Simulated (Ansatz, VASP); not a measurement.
**Two plane-wave programs on ZnS**

Contents of INCAR:

```
PREC = Accurate
ENCUT = 520
EDIFF = 1E-7
ISMEAR = 0
SIGMA = 0.01
LREAL = F
LASPH = T
NELM = 80
ALGO = Normal
ISIF = 2
LWAVE = F
LCHARG = T
GGA = PE
LELF = T
LVHAR = T
NBANDS = 16
```

The input KPOINTS:

```
regular mesh
0
Gamma
  4 4 4
```

POSCAR

```
ZnS
1.0
    0.0000000000      2.7020000000      2.7020000000
    2.7020000000      0.0000000000      2.7020000000
    2.7020000000      2.7020000000      0.0000000000
Zn S
1 1
Direct
    0.2500000000      0.2500000000      0.2500000000
    0.0000000000      0.0000000000      0.0000000000
```

Input for Ansatz:

```yaml
crystal:
  lattice:
    - [0.0, 2.702, 2.702]
    - [2.702, 0.0, 2.702]
    - [2.702, 2.702, 0.0]
  atoms:
    - { symbol: Zn, position: [0.25, 0.25, 0.25] }
    - { symbol: S, position: [0.0, 0.0, 0.0] }
kpoints:
  mp_grid:
    grid: [4, 4, 4]
    shift: [0.0, 0.0, 0.0]
hamiltonian:
  xc: pbe
scf:
  occupations:
    method: fixed
output:
  eigenvalues: true
```

Alike in both runs: task single point; functional PBE; k mesh 4 × 4 × 4; no spin polarisation.

|  | VASP | Ansatz |
| --- | --- | --- |
| version | VASP 6.6.1 | Ansatz 0.2.0 |
| potentials or method | VASP PAW PBE potentials, release 64 (Zn, S) | plane waves, PAW |
| plane-wave cutoff (eV) | 520 | 420 |
| occupations | gaussian, width 0.01 eV | fixed |
| valence electrons in the cell | 18 | 18 |

```tsv
	VASP	Ansatz	Ansatz less VASP
gap on the k mesh at the Fermi level (eV)	2.10	2.10	-0.005
```

The k mesh is coarse, so the values compare programs but aren't converged.
